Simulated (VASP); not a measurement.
Input of a VASP 6.6.1 run:

File POSCAR:

```
Y
1.0
    0.0000000000      2.6521918005      2.6521918005
    2.6521918005      0.0000000000      2.6521918005
    2.6521918005      2.6521918005      0.0000000000
Y
1
Direct
    0.0000000000      0.0000000000      0.0000000000
```

Contents of INCAR.step1:

```
SYSTEM = Y
PREC = Accurate ; ENCUT = 520
ISMEAR = -1 ; SIGMA = 0.1
LREAL = .FALSE. ; LASPH = .TRUE.
NELM = 80 ; NBANDS = 12
GGA = PE ; ALGO = Normal
EDIFF = 1E-4 ; LWAVE = .TRUE.
LCHARG = .FALSE.
```

INCAR.step2

```
SYSTEM = Y
PREC = Accurate ; ENCUT = 520
EDIFF = 1E-7 ; ISMEAR = -1
SIGMA = 0.1 ; LREAL = .FALSE.
LASPH = .TRUE. ; NELM = 80
ALGO = Normal ; ISIF = 2
LWAVE = .FALSE. ; LCHARG = .TRUE.
METAGGA = R2SCAN ; LMIXTAU = .TRUE.
LELF = .TRUE. ; LVHAR = .TRUE.
NBANDS = 12 ; ISTART = 1
```

File KPOINTS:

```
Automatic mesh
0
G
  12 12 12
  0 0 0
```

Potentials or basis: VASP PAW PBE potentials, release 64 (Y_sv).

Run with:

```bash
$ cat potpaw_PBE.64/Y_sv/POTCAR > POTCAR
$ cp INCAR.step1 INCAR
$ mpirun -np 1 vasp_std > vasp.out
$ cp INCAR.step2 INCAR
$ mpirun -np 1 vasp_std > vasp.out
```

Task: Predict the pressure.

Result: -3.4 GPa.

Caveat: the PAW data sets were made with another functional, which shifts forces and pressure a little.
